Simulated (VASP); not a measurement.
# Ti (P6_3/mmc) in VASP: further runs

Ti is run at these levels: PBEsol; tasks: single point, relaxation of cell and atoms.

All numbers are computed with VASP 6.6.1; they aren't measurements. Logs are shortened: lines on timing, memory, paths and dates and some standing lists are left out, and cuts for length are marked.

### Step 1. The cell of the first run

Symmetry: P6_3/mmc, No. 194, hexagonal system. The conventional cell has a = 2.903 Å, b = 2.903 Å, c = 4.587 Å, α = 90.00°, β = 90.00°, γ = 120.00°. Within 3.7 Å of Ti (site symmetry -6m2) lie 12 Ti at 2.84 to 2.90 Å.

### Step 2. Single point, PBEsol

INCAR reads:

```
PREC = Accurate
ENCUT = 520
EDIFF = 1E-6
ISMEAR = 0
SIGMA = 0.05
LREAL = False
LASPH = True
NELM = 80
ALGO = Normal
ISIF = 2
LWAVE = False
LCHARG = True
GGA = PS
LELF = True
LVHAR = True
NBANDS = 19
```

KPOINTS reads:

```
regular mesh
0
Gamma
  8 8 5
```

POSCAR reads:

```
Ti
1.0
    2.9031299202      0.0000000000      0.0000000000
   -1.4515649601      2.5141842614      0.0000000000
    0.0000000000      0.0000000000      4.5874146701
Ti
2
Direct
    0.3333333333      0.6666666667      0.2500000000
    0.6666666667      0.3333333333      0.7500000000
```

Potentials or basis: VASP PAW PBE potentials, release 64 (Ti_sv).

The run is started by

```
> cat potpaw_PBE.64/Ti_sv/POTCAR > POTCAR
> mpirun -np 1 vasp_std > vasp.out
```

OUTCAR:

```text
PREC = Accurate
   ENCUT = 520
   EDIFF = 1E-6
   ISMEAR = 0
   LREAL = False
   LASPH = True
   NELM = 80
   ISIF = 2
   GGA = PS

 ion  position               nearest neighbor table
   1  0.333  0.667  0.250-   2 2.84   2 2.84   2 2.84   2 2.84   2 2.84   2 2.84
   2  0.667  0.333  0.750-   1 2.84   1 2.84   1 2.84   1 2.84   1 2.84   1 2.84

  LATTYP: Found a hexagonal cell.
 ALAT       =     2.9031299202
 C/A-ratio  =     1.5801616862

  Lattice vectors:

 A1 = (   2.9031299202,   0.0000000000,   0.0000000000)
 A2 = (  -1.4515649601,   2.5141842614,   0.0000000000)
 A3 = (   0.0000000000,   0.0000000000,   4.5874146701)

Analysis of symmetry for initial positions (statically):
=====================================================================
 Subroutine PRICEL returns:
 Original cell was already a primitive cell.

 Routine SETGRP: Setting up the symmetry group for a
 hexagonal supercell.

 Subroutine GETGRP returns: Found 24 space group operations
 (whereof 12 operations were pure point group operations)
 out of a pool of 24 trial point group operations.

The static configuration has the point symmetry D_3d.
 The point group associated with its full space group is D_6h.

Analysis of symmetry for dynamics (positions and initial velocities):
=====================================================================
 Subroutine PRICEL returns:
 Original cell was already a primitive cell.

 Routine SETGRP: Setting up the symmetry group for a
 hexagonal supercell.

 Subroutine GETGRP returns: Found 24 space group operations
 (whereof 12 operations were pure point group operations)
 out of a pool of 24 trial point group operations.

The dynamic configuration has the point symmetry D_3d.
 The point group associated with its full space group is D_6h.

 Subroutine INISYM returns: Found 24 space group operations
 (whereof 12 operations are pure point group operations),
 and found     1 'primitive' translations

----------------------------------------------------------------------------------------

                                     Primitive cell

  volume of cell :      33.4836

  direct lattice vectors                    reciprocal lattice vectors
     2.903129920  0.000000000  0.000000000     0.344455821  0.198871661  0.000000000
    -1.451564960  2.514184261  0.000000000     0.000000000  0.397743322  0.000000000
     0.000000000  0.000000000  4.587414670     0.000000000  0.000000000  0.217987706

  length of vectors
     2.903129920  2.903129920  4.587414670     0.397743322  0.397743322  0.217987706

  position of ions in fractional coordinates (direct lattice)
     0.333333333  0.666666667  0.250000000
     0.666666667  0.333333333  0.750000000

  ion indices of the primitive-cell ions
   primitive index   ion index
                 1           1
                 2           2

----------------------------------------------------------------------------------------

 KPOINTS: regular mesh

Automatic generation of k-mesh.
 Grid dimensions read from file:
 generate k-points for:    8    8    5

 Generating k-lattice:

  Cartesian coordinates                     Fractional coordinates (reciprocal lattice)
     0.043056978  0.024858958  0.000000000     0.125000000  0.000000000  0.000000000
     0.000000000  0.049717915  0.000000000     0.000000000  0.125000000  0.000000000
     0.000000000  0.000000000  0.043597541     0.000000000  0.000000000  0.200000000

  Length of vectors
     0.049717915  0.049717915  0.043597541

  Shift w.r.t. Gamma in fractional coordinates (k-lattice)
     0.000000000  0.000000000  0.000000000

 Subroutine IBZKPT returns following result:
 ===========================================

 Found     30 irreducible k-points:

 Following reciprocal coordinates:
            Coordinates               Weight
  0.000000  0.000000  0.000000      1.000000
  0.125000  0.000000  0.000000      6.000000
  0.250000  0.000000  0.000000      6.000000
  0.375000  0.000000  0.000000      6.000000
  0.500000  0.000000  0.000000      3.000000
  0.125000  0.125000  0.000000      6.000000
[... 16 lines left out ...]
  0.250000  0.000000  0.400000     12.000000
  0.375000  0.000000  0.400000     12.000000
 [... further k-points ...]
   k-points           NKPTS =     30   k-points in BZ     NKDIM =     30   number of bands    NBANDS=     19
   number of dos      NEDOS =    301   number of ions     NIONS =      2
   total plane-waves  NPLWV =  20736
   dimension x,y,z NGX =    24 NGY =   24 NGZ =   36
   dimension x,y,z NGXF=    48 NGYF=   48 NGZF=   72
   ions per type =               2
   NGX,Y,Z   is equivalent  to a cutoff of  13.74, 13.74, 13.05 a.u.
   NGXF,Y,Z  is equivalent  to a cutoff of  27.49, 27.49, 26.09 a.u.
 SYSTEM =  unknown system
   PREC   = accura    normal or accurate (medium, high low for compatibility)
   ISTART =      0    job   : 0-new  1-cont  2-samecut
   ICHARG =      2    charge: 1-file 2-atom 10-const
   ISPIN  =      1    spin polarized calculation?
   LNONCOLLINEAR =      F non collinear calculations
   LSORBIT =      F    spin-orbit coupling
   LASPH  =      T    aspherical Exc in radial PAW
   ENCUT  =  520.0 eV  38.22 Ry    6.18 a.u.   5.40  5.40  8.53*2*pi/ulx,y,z
   NELM   =     80;   NELMIN=  2; NELMDL= -5     # of ELM steps
   EDIFF  = 0.1E-05   stopping-criterion for ELM
   LREAL  =      F    real-space projection
   EDIFFG = 0.1E-04   stopping-criterion for IOM
   NSW    =      0    number of steps for IOM
   IBRION =     -1    ionic relax: 0-MD 1-quasi-New 2-CG
   NFREE  =      0    steps in history (QN), initial steepest desc. (CG)
   ISIF   =      2    stress and relaxation
   ISYM   =      2    0-nonsym 1-usesym 2-fastsym
   POTIM  = 0.5000    time-step for ionic-motion
   TEBEG  =    0.0;   TEEND  =   0.0 temperature during run
   PSTRESS=    0.0 pullay stress
   NELECT =      24.0000    total number of electrons
   NUPDOWN=      -1.0000    fix difference up-down
   EMIN   =  10.00;   EMAX   =-10.00  energy-range for DOS
   EFERMI =   0.00;   METHOD = LEGACY
   ISMEAR =     0;   SIGMA  =   0.05  broadening in eV -4-tet -1-fermi 0-gaus
   EFERMI_NEDOS =   21; number of points for ismear=-14 and -15
   IALGO  =     38    algorithm
   IMIX   =      4    mixing-type and parameters
     AMIX     =   0.40;   BMIX     =  1.00
     AMIX_MAG =   1.60;   BMIX_MAG =  1.00
  volume/ion in A,a.u.               =      16.74       112.98
  Fermi-wavevector in a.u.,A,eV,Ry     =   1.465103  2.768643 29.205256  2.146526
  Thomas-Fermi vector in A             =   2.581000
   LORBIT       =      0    0 simple, 1 ext, 2 COOP (PROOUT), +10 PAW based schemes
   GGA     = PS    functional components
   LHFCALC =     F    Hartree Fock is set to
   AEXX    =    0.0000 exact exchange contribution
   IVDW    =     0    specifies the selected vdW correction
   LEPSILON=     F    determine dielectric tensor
   LRPA    =     F    only Hartree local field effects (RPA)
 non-spin polarized calculation
 Gauss-broadening in eV      SIGMA  =   0.05
  energy-cutoff  :      520.00
  volume of cell :       33.48
 maximum number of plane-waves:       929
 NGX is ok and might be reduce to    24
   NGX = 11   NGY = 11   NGZ = 17

 number of electron      23.9999998 magnetization

 Free energy of the ion-electron system (eV)
  ---------------------------------------------------
  ext. energy  EPLUGINS =         0.00000000
  ---------------------------------------------------
  free energy    TOTEN  =       -16.68154730 eV

  energy without entropy =      -16.67895909  energy(sigma->0) =      -16.68025319

 E-fermi :   8.6542     XC(G=0): -11.8127

 val. band max:        8.5980011535   @ k =   0.0000   0.0000   0.4000
 cond. band min:       8.6686872509   @ k =   0.2500   0.2500   0.4000
 fundamental gap:      0.0706860974
 Fermi energy:         8.6542290743

 k-point     1 :       0.0000    0.0000    0.0000
  band No.  band energies     occupation
      1     -47.9755      2.00000
      2     -47.8123      2.00000
      3     -24.7194      2.00000
      4     -23.9810      2.00000
      5     -23.9810      2.00000
      6     -23.9073      2.00000
[... 11 lines left out ...]
     18      10.2641      0.00000
     19      11.8940      0.00000

 k-point     2 :       0.1250    0.0000    0.0000
  band No.  band energies     occupation
      1     -47.9579      2.00000
      2     -47.8056      2.00000
      3     -24.6808      2.00000
      4     -24.0586      2.00000
      5     -24.0067      2.00000
      6     -23.9457      2.00000
[... 11 lines left out ...]
     18      10.2058      0.00000
     19      12.0174      0.00000

 k-point     3 :       0.2500    0.0000    0.0000
  band No.  band energies     occupation
      1     -47.9130      2.00000
      2     -47.7914      2.00000
      3     -24.5774      2.00000
      4     -24.2483      2.00000
      5     -24.1308      2.00000
      6     -24.0652      2.00000
[... 11 lines left out ...]
     18      10.9559      0.00000
     19      12.2060      0.00000

 k-point     4 :       0.3750    0.0000    0.0000
  band No.  band energies     occupation
      1     -47.8623      2.00000
      2     -47.7827      2.00000
      3     -24.4459      2.00000
      4     -24.4399      2.00000
      5     -24.3060      2.00000
      6     -24.1208      2.00000
[... 11 lines left out ...]
     18      11.8560      0.00000
     19      12.3166      0.00000

 k-point     5 :       0.5000    0.0000    0.0000
  band No.  band energies     occupation
      1     -47.8367      2.00000
      2     -47.7836      2.00000
      3     -24.5194      2.00000
      4     -24.3763      2.00000
      5     -24.3687      2.00000
      6     -24.1431      2.00000
[... 11 lines left out ...]
     18      12.3528      0.00000
     19      13.1875      0.00000
[... 334 lines left out ...]
      2     -47.8693      2.00000
      3     -24.4469      2.00000
      4     -24.1962      2.00000
      5     -23.9413      2.00000
      6     -23.9413      2.00000
[... 11 lines left out ...]
     18      11.2494      0.00000
     19      11.7365      0.00000

 k-point    22 :       0.1250    0.0000    0.4000
  band No.  band energies     occupation
      1     -47.9058      2.00000
      2     -47.8587      2.00000
      3     -24.4444      2.00000
      4     -24.2258      2.00000
      5     -24.0005      2.00000
      6     -23.9617      2.00000
[... 11 lines left out ...]
     18      11.3013      0.00000
     19      11.7347      0.00000

 k-point    23 :       0.2500    0.0000    0.4000
  band No.  band energies     occupation
      1     -47.8713      2.00000
      2     -47.8337      2.00000
      3     -24.4690      2.00000
      4     -24.3422      2.00000
      5     -24.1068      2.00000
      6     -24.0174      2.00000
[... 11 lines left out ...]
     18      11.5347      0.00000
     19      11.7684      0.00000

 k-point    24 :       0.3750    0.0000    0.4000
  band No.  band energies     occupation
      1     -47.8348      2.00000
      2     -47.8102      2.00000
      3     -24.5584      2.00000
      4     -24.4938      2.00000
      5     -24.1401      2.00000
      6     -24.0564      2.00000
[... 11 lines left out ...]
     18      11.9560      0.00000
     19      12.0385      0.00000

 [... further k-points ...]
[... 5 lines left out ...]
  --------------------------------------------------------------------------------------
  -------------------------------------------------------------------------------------
  Total       -0.0515524     -0.0515524     -0.0544220     -0.0000000      0.0000000      0.0000000
  in kB       -2.4667673     -2.4667673     -2.6040743     -0.0000000      0.0000000      0.0000000
  external PRESSURE =      -2.5125363 kB  Pullay stress =       0.0000000 kB

 VOLUME and BASIS-vectors are now :
 -----------------------------------------------------------------------------
  energy-cutoff  :      520.00
  volume of cell :       33.48
      direct lattice vectors                 reciprocal lattice vectors
     2.903129920  0.000000000  0.000000000     0.344455821  0.198871661  0.000000000
    -1.451564960  2.514184261  0.000000000     0.000000000  0.397743322  0.000000000
     0.000000000  0.000000000  4.587414670     0.000000000  0.000000000  0.217987706

 POSITION                                       TOTAL-FORCE (eV/Angst)
 -----------------------------------------------------------------------------------
     -0.00000      1.67612      1.14685        -0.000000     -0.000000      0.000000
      1.45156      0.83806      3.44056         0.000000      0.000000      0.000000
 -----------------------------------------------------------------------------------
    total drift:                               -0.000000      0.000000     -0.000000

  FREE ENERGIE OF THE ION-ELECTRON SYSTEM (eV)
  ---------------------------------------------------
  free  energy   TOTEN  =       -16.6815472970 eV

  energy  without entropy=      -16.6789590907  energy(sigma->0) =      -16.68025319
```

Run time: 8 s. Hardware: 1 thread of Intel Xeon 6975P-C (Granite Rapids), shared host; peak memory 0.15 GiB.

What came out:

```
Free energy            : -16.6815 eV
Pressure               : -0.3 GPa
Band gap on the k mesh : zero (band 12 reaches 9.39 eV, above the bottom of band 13 at 8.40 eV)
```

Levels at points of the mesh, in eV from the Fermi level:
```csv
k point,band 9,band 10,band 11,band 12,band 13,band 14,band 15,band 16
"(0.00, 0.00, 0.00)",-6.35,-2.84,0.73,0.73,0.85,0.87,1.27,1.27
"(0.50, 0.00, 0.00)",-2.45,-2.33,-2.00,-0.64,0.40,0.61,1.18,3.45
```

Caveat: the PAW data sets were made with another functional, which shifts forces and pressure a little.

### Step 3. Relaxation of cell and atoms, PBEsol

This run uses another cell than the first one, of 17.64 Å³/atom, 1.053 times its volume.

INCAR reads:

```
SYSTEM = Ti
PREC = Accurate
ENCUT = 600
EDIFF = 1E-6
ISMEAR = 0
SIGMA = 0.05
LREAL = .FALSE.
LASPH = .TRUE.
NELM = 100
ALGO = Normal
ISIF = 3
LWAVE = .FALSE.
LCHARG = .FALSE.
GGA = PS
IBRION = 2
NSW = 80
EDIFFG = -0.01
```

KPOINTS reads:

```
regular mesh
0
G
  8 8 5
  0 0 0
```

POSCAR reads:

```
Ti
1.0
    2.9500000000      0.0000000000      0.0000000000
   -1.4750000000      2.5547750000      0.0000000000
    0.0000000000      0.0000000000      4.6800000000
Ti
2
Direct
    0.3333333333      0.6666666667      0.2500000000
    0.6666666667      0.3333333333      0.7500000000
```

Potentials or basis: VASP PAW PBE potentials, release 64 (Ti_sv).

The run is started by

```
> cat potpaw_PBE.64/Ti_sv/POTCAR > POTCAR
> mpirun -np 1 vasp_std > vasp.out
```

Wall time 29 s (1 thread of Intel Xeon 6975P-C (Granite Rapids), shared host); peak memory 0.17 GiB.

The run converged. Its results:

| Quantity | Value |
| --- | --- |
| Free energy | -16.6820 eV |
| Relaxed volume | 16.71 Å³/atom |
| Relaxed cell | a = 2.901 Å, b = 2.901 Å, c = 4.586 Å, α = 90.00°, β = 90.00°, γ = 120.00° |
| Space group after relaxing (to 0.05 Å) | P6_3/mmc (No. 194) |
| Energy gained by relaxing | 18.0 meV/atom |
| Ionic steps | 6 |
| Pressure after relaxing | 0.0 GPa |
| Band gap on the k mesh | zero (band 12 reaches 9.41 eV, above the bottom of band 13 at 8.42 eV) |

Stress tensor (GPa, compression positive):
```
 0.07  0.00  0.00
 0.00  0.07  0.00
 0.00  0.00 -0.07
```

The path:
```
step  energy change (eV)  largest force (eV/Å)  pressure (GPa)  volume (Å³)
   1              0.0000                0.0000           -5.87        35.27
   2             -0.0151                0.0000            5.19        32.08
   3             -0.0360                0.0000            0.00        33.40
   4             -0.0360                0.0000            0.10        33.37
   5             -0.0360                0.0000           -0.01        33.42
   6             -0.0360                0.0000            0.02        33.43
```

Final structure:
```yaml
crystal:
  lattice:
    - [2.90113, 0.00000, 0.00000]
    - [-1.45056, 2.51245, 0.00000]
    - [0.00000, 0.00000, 4.58628]
  atoms:
    - { symbol: Ti, position: [0.33333, 0.66667, 0.25000] }
    - { symbol: Ti, position: [0.66667, 0.33333, 0.75000] }
```

Levels at points of the mesh, in eV from the Fermi level:
```
           k point  band 9  band 10  band 11  band 12  band 13  band 14  band 15  band 16
(0.00, 0.00, 0.00)   -6.35    -2.84     0.74     0.74     0.85     0.87     1.27     1.27
(0.50, 0.00, 0.00)   -2.46    -2.33    -2.01    -0.64     0.41     0.61     1.18     3.46
```

Caveat: the PAW data sets were made with another functional, which shifts forces and pressure a little.
